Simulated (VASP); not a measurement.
# Ba2Tl5V3O12 (R-3m) in VASP: further runs, part 2 of 2

VASP 6.6.1. Earlier steps stand in the parts before.

### 3 Single point, PBE+U, collinear spin, ferromagnetic start

The input, INCAR:

```
ALGO = Normal
EDIFF = 1E-6
ENCUT = 600
GGA = PE
GGA_COMPAT = False
ISIF = 2
ISMEAR = -1
ISPIN = 2
KPAR = 4
LASPH = True
LCHARG = False
LDAU = True
LDAUJ = 0 0 0 0
LDAUL = -1 2 -1 -1
LDAUPRINT = 1
LDAUTYPE = 2
LDAUU = 0 2 0 0
LMAXMIX = 4
LORBIT = 11
LREAL = False
LWAVE = False
MAGMOM = 0 0 2 2 2 0 0 0 0 0 0 0 0 0 0 0 0 0 0 0 0 0
NBANDS = 119
NELM = 200
PREC = Accurate
SIGMA = 0.05
```

The input, KPOINTS:

```
k-points
0
Gamma
  4 4 4
```

The input, POSCAR:

```
Ba2Tl5V3O12
1.0
    4.2369800000      2.4462200000      6.1284000000
   -4.2369800000      2.4462200000      6.1284000000
    0.0000000000     -4.8924400000      6.1284000000
Ba V Tl O
2 3 5 12
Direct
    0.5000000000      0.5000000000      0.5000000000
    0.0000000000      0.0000000000      0.0000000000
    0.5000000000      0.5000000000      0.0000000000
    0.0000000000      0.5000000000      0.5000000000
    0.5000000000      0.0000000000      0.5000000000
    0.0000000000      0.0000000000      0.5000000000
    0.5000000000      0.0000000000      0.0000000000
    0.0000000000      0.5000000000      0.0000000000
    0.7404500000      0.7404500000      0.7404500000
    0.2595500000      0.2595500000      0.2595500000
    0.7165200000      0.0808900000      0.4124200000
    0.4124200000      0.7165200000      0.0808900000
    0.0808900000      0.4124200000      0.7165200000
    0.5875700000      0.9191100000      0.2834800000
    0.9191100000      0.2834800000      0.5875700000
    0.2834800000      0.5875700000      0.9191100000
    0.2834800000      0.9191100000      0.5875700000
    0.5875700000      0.2834800000      0.9191100000
    0.9191100000      0.5875700000      0.2834800000
    0.4124200000      0.0808900000      0.7165200000
    0.0808900000      0.7165200000      0.4124200000
    0.7165200000      0.4124200000      0.0808900000
```

Potentials or basis: VASP PAW PBE potentials, release 64 (Ba_sv, V_sv, Tl_d, O).

Command:

```console
$ cat potpaw_PBE.64/Ba_sv/POTCAR potpaw_PBE.64/V_sv/POTCAR potpaw_PBE.64/Tl_d/POTCAR potpaw_PBE.64/O/POTCAR > POTCAR
$ mpirun -np 4 vasp_std > vasp.out
```

OUTCAR:

```text
EDIFF = 1E-6
   ENCUT = 600
   GGA = PE
   ISIF = 2
   ISMEAR = -1
   ISPIN = 2
   LASPH = True
   LORBIT = 11
   LREAL = False
   NELM = 200
   PREC = Accurate

 ion  position               nearest neighbor table
   1  0.500  0.500  0.500-  16 3.23  18 3.23  14 3.23  19 3.23  15 3.23  17 3.23  12 3.23  22 3.23
                            20 3.23  13 3.23  21 3.23  11 3.23   7 4.24   8 4.24   7 4.24   8 4.24
   2  0.000  0.000  0.000-  13 3.22  20 3.22  11 3.22  21 3.22  12 3.22  22 3.22  19 3.22  14 3.22
                            15 3.22  17 3.22  16 3.22  18 3.22   6 3.92   6 3.92   8 3.92   7 3.92
   3  0.500  0.500  0.000-  12 1.82  22 1.82  18 1.82  16 1.82   9 2.80  10 2.80
   4  0.000  0.500  0.500-  21 1.82  13 1.82  15 1.82  19 1.82   9 2.80  10 2.80
   5  0.500  0.000  0.500-  11 1.82  20 1.82  17 1.82  14 1.82   9 2.80  10 2.80
   6  0.000  0.000  0.500-  15 2.36  17 2.36  11 2.36  21 2.36   9 2.98  10 2.98   2 3.92   2 3.92
                             1 4.24   1 4.24
   7  0.500  0.000  0.000-  14 2.36  18 2.36  20 2.36  12 2.36   9 2.98  10 2.98   2 3.92   2 3.92
                             1 4.24   1 4.24
   8  0.000  0.500  0.000-  19 2.36  16 2.36  13 2.36  22 2.36   9 2.98  10 2.98   2 3.92   2 3.92
                             1 4.24   1 4.24
   9  0.740  0.740  0.740-   3 2.80   4 2.80   5 2.80  12 2.84  22 2.84  21 2.84  11 2.84  13 2.84
                            20 2.84   6 2.98   7 2.98   8 2.98   1 4.42
  10  0.260  0.260  0.260-   3 2.80   4 2.80   5 2.80  16 2.84  18 2.84  17 2.84  15 2.84  14 2.84
                            19 2.84   6 2.98   7 2.98   8 2.98   1 4.42
  11  0.717  0.081  0.412-   5 1.82   6 2.36   9 2.84   2 3.22   1 3.23
  12  0.412  0.717  0.081-   3 1.82   7 2.36   9 2.84   2 3.22   1 3.23
  13  0.081  0.412  0.717-   4 1.82   8 2.36   9 2.84   2 3.22   1 3.23
  14  0.588  0.919  0.283-   5 1.82   7 2.36  10 2.84   2 3.22   1 3.23
  15  0.919  0.283  0.588-   4 1.82   6 2.36  10 2.84   2 3.22   1 3.23
  16  0.283  0.588  0.919-   3 1.82   8 2.36  10 2.84   2 3.22   1 3.23
  17  0.283  0.919  0.588-   5 1.82   6 2.36  10 2.84   2 3.22   1 3.23
  18  0.588  0.283  0.919-   3 1.82   7 2.36  10 2.84   2 3.22   1 3.23
  19  0.919  0.588  0.283-   4 1.82   8 2.36  10 2.84   2 3.22   1 3.23
  20  0.412  0.081  0.717-   5 1.82   7 2.36   9 2.84   2 3.22   1 3.23
  21  0.081  0.717  0.412-   4 1.82   6 2.36   9 2.84   2 3.22   1 3.23
  22  0.717  0.412  0.081-   3 1.82   8 2.36   9 2.84   2 3.22   1 3.23

  LATTYP: Found a trigonal (rhomboedric) cell.
 ALAT       =     7.8417650034
 COS(alpha) =     0.4161313237

  Lattice vectors:

 A1 = (   4.2369800000,   2.4462200000,   6.1284000000)
 A2 = (  -4.2369800000,   2.4462200000,   6.1284000000)
 A3 = (   0.0000000000,  -4.8924400000,   6.1284000000)

Analysis of symmetry for initial positions (statically):
=====================================================================
 Subroutine PRICEL returns:
 Original cell was already a primitive cell.

 Routine SETGRP: Setting up the symmetry group for a
 trigonal (rhombohedral) supercell.

 Subroutine GETGRP returns: Found  6 space group operations
 (whereof  6 operations were pure point group operations)
 out of a pool of 12 trial point group operations.

The static configuration has the point symmetry C_3v.

Analysis of symmetry for dynamics (positions and initial velocities):
=====================================================================
 Subroutine PRICEL returns:
 Original cell was already a primitive cell.
[... 286 lines left out ...]
  o =  0.2309  v =  0.0000  0.0000  0.0000  0.0000  0.0000 -0.4993 -0.0472  0.0000 -0.0272 -0.8647      0.0000  0.0000  0.0000  0.0000  0.0000  0.0000  0.0000  0.0000  0.0000  0.0000
  o =  0.2495  v =  0.0000  0.0000  0.0000  0.0000  0.0000  0.0928  0.4468 -0.4360 -0.7738 -0.0536      0.0000  0.0000  0.0000  0.0000  0.0000  0.0000  0.0000  0.0000  0.0000  0.0000
  o =  0.2655  v =  0.7317  0.2484  0.1982 -0.4303 -0.4225  0.0000  0.0000  0.0000  0.0000  0.0000      0.0000  0.0000  0.0000  0.0000  0.0000  0.0000  0.0000  0.0000  0.0000  0.0000
  o =  0.4198  v = -0.0258  0.8649  0.0000  0.4993 -0.0447  0.0000  0.0000  0.0000  0.0000  0.0000      0.0000  0.0000  0.0000  0.0000  0.0000  0.0000  0.0000  0.0000  0.0000  0.0000
  o =  0.4359  v =  0.0000  0.0000  0.0000  0.0000  0.0000  0.0272 -0.8647 -0.0000 -0.4993  0.0472      0.0000  0.0000  0.0000  0.0000  0.0000  0.0000  0.0000  0.0000  0.0000  0.0000
  o =  0.5920  v =  0.0000  0.0000  0.0000  0.0000  0.0000 -0.7475 -0.0670 -0.4868  0.1160  0.4316      0.0000  0.0000  0.0000  0.0000  0.0000  0.0000  0.0000  0.0000  0.0000  0.0000

 number of electron     195.9999993 magnetization      -1.1856189

 Free energy of the ion-electron system (eV)
  ---------------------------------------------------
  ext. energy  EPLUGINS =         0.00000000
  ---------------------------------------------------
  free energy    TOTEN  =      -123.61321208 eV

  energy without entropy =     -123.57242496  energy(sigma->0) =     -123.59281852

 E-fermi :   3.9393     XC(G=0):  -9.9755

 val. band max:        3.9361731126   @ k =  -0.2500   0.2500   0.0000
 cond. band min:       3.9439912814   @ k =   0.2500   0.2500   0.2500
 fundamental gap:      0.0078181687
 Fermi energy:         3.9393216155

 spin component 1

 k-point     1 :       0.0000    0.0000    0.0000
  band No.  band energies     occupation
      1     -61.0555      1.00000
      2     -61.0554      1.00000
      3     -61.0554      1.00000
      4     -35.0183      1.00000
      5     -35.0178      1.00000
      6     -35.0178      1.00000
[... 1458 lines left out ...]
    109       6.1066      0.00000
    110       6.1539      0.00000
 Fermi energy:         3.9393216155

 spin component 2

 k-point     1 :       0.0000    0.0000    0.0000
  band No.  band energies     occupation
      1     -61.5104      1.00000
      2     -61.5103      1.00000
      3     -61.5103      1.00000
      4     -35.3991      1.00000
      5     -35.3974      1.00000
      6     -35.3974      1.00000
[... 1458 lines left out ...]
    109       5.8775      0.00000
    110       5.8948      0.00000
 [bands above 110 left out]

------------------------ aborting loop because EDIFF is reached ----------------------------------------

  FORCE on cell =-STRESS in cart. coord.  units (eV):
  Direction    XX          YY          ZZ          XY          YZ          ZX
  --------------------------------------------------------------------------------------
  -------------------------------------------------------------------------------------
  Total        1.7999500      1.7999477      3.2147563      0.0000000      0.0000000      0.0000000
  in kB        7.5669479      7.5669384     13.5147607      0.0000000      0.0000000      0.0000000
  external PRESSURE =       9.5495490 kB  Pullay stress =       0.0000000 kB

 VOLUME and BASIS-vectors are now :
 -----------------------------------------------------------------------------
  energy-cutoff  :      600.00
  volume of cell :      381.11
      direct lattice vectors                 reciprocal lattice vectors
     4.236980000  2.446220000  6.128400000     0.118008582  0.068132329  0.054391576
    -4.236980000  2.446220000  6.128400000    -0.118008582  0.068132329  0.054391576
     0.000000000 -4.892440000  6.128400000     0.000000000 -0.136264659  0.054391576

 POSITION                                       TOTAL-FORCE (eV/Angst)
 -----------------------------------------------------------------------------------
      0.00000      0.00000      9.19260         0.000000     -0.000000      0.000059
      0.00000      0.00000      0.00000         0.000000     -0.000000      0.000011
      0.00000      2.44622      6.12840         0.000000     -0.000081     -0.000074
     -2.11849     -1.22311      6.12840         0.000070      0.000040     -0.000074
      2.11849     -1.22311      6.12840        -0.000070      0.000040     -0.000074
      0.00000     -2.44622      3.06420         0.000000     -0.000003     -0.000048
[... 14 lines left out ...]
     -2.69315     -0.06710      7.41432        -0.134216      0.163719      0.223853
      1.28847      2.36589      7.41432         0.208893      0.034374      0.223853
 -----------------------------------------------------------------------------------
    total drift:                               -0.000000      0.000000     -0.000223

  FREE ENERGIE OF THE ION-ELECTRON SYSTEM (eV)
  ---------------------------------------------------
  free  energy   TOTEN  =      -123.6132120759 eV

  energy  without entropy=     -123.5724249621  energy(sigma->0) =     -123.59281852

 total charge

# of ion       s       p       d       tot
------------------------------------------
    1        1.986   5.618   0.136   7.740
    2        1.986   5.616   0.139   7.741
    3        2.317   6.379   2.969  11.664
    4        2.317   6.379   2.969  11.664
    5        2.317   6.379   2.969  11.664
    6        0.992   0.393   9.747  11.132
[... 14 lines left out ...]
   21        1.582   3.357   0.000   4.940
   22        1.582   3.357   0.000   4.940
--------------------------------------------------
tot         35.158  72.798  57.768 165.724

 magnetization (x)

# of ion       s       p       d       tot
------------------------------------------
    1        0.000  -0.000  -0.001  -0.001
    2        0.000   0.001   0.002   0.003
    3       -0.035  -0.004  -0.436  -0.475
    4       -0.035  -0.004  -0.436  -0.475
    5       -0.035  -0.004  -0.436  -0.475
    6        0.004   0.003   0.001   0.008
[... 14 lines left out ...]
   21        0.000   0.031   0.000   0.032
   22        0.000   0.031   0.000   0.032
--------------------------------------------------
tot         -0.052   0.326  -1.322  -1.047
```

Run time: 8 min. Hardware: 4 MPI ranks of AMD EPYC 9R45 (Zen 5), shared host; peak memory 1.5 GiB.

Results:

```yaml
Free_energy: -123.6132 eV
Pressure: 1.0 GPa
Largest_force: 0.308 eV/Å
Net_moment: -1.19 μB per cell
Site_moments: Ba -0.00, +0.00; V -0.47; Tl +0.01, -0.01 (each value once); O +0.03 μB
Valence_electrons_inside_the_program's_atomic_spheres: Ba 7.74; V 11.66; Tl 11.13, 11.29 (each value once); O 4.94
```

Forces in eV/Å, atoms in the order of the input:
```
Ba   0.000  0.000  0.000
Ba   0.000  0.000  0.000
V    0.000  0.000  0.000
V    0.000  0.000  0.000
V    0.000  0.000  0.000
Tl   0.000  0.000  0.000
Tl   0.000  0.000  0.000
Tl   0.000  0.000  0.000
Tl   0.000  0.000  0.091
Tl   0.000  0.000 -0.091
O    0.134  0.164  0.224
O   -0.209  0.034  0.224
O    0.075 -0.198  0.224
O    0.075  0.198 -0.224
O    0.134 -0.164 -0.224
O   -0.209 -0.034 -0.224
O   -0.134 -0.164 -0.224
O    0.209 -0.034 -0.224
O   -0.075  0.198 -0.224
O   -0.075 -0.198  0.224
O   -0.134  0.164  0.224
O    0.209  0.034  0.224
```

Eigenvalues of the final occupation matrices:
```tsv
site	spin	trace	eigenvalues
site 3 d	1	1.28	0.20 0.20 0.21 0.27 0.42
site 3 d	2	1.72	0.21 0.23 0.25 0.44 0.59
site 4 d	1	1.28	0.20 0.20 0.21 0.27 0.42
site 4 d	2	1.72	0.21 0.23 0.25 0.44 0.59
site 5 d	1	1.28	0.20 0.20 0.21 0.27 0.42
site 5 d	2	1.72	0.21 0.23 0.25 0.44 0.59
```

Caveat: a moment this small can come from the mesh or the smearing; spin-orbit coupling is left out, which moves the levels of the heavy elements.
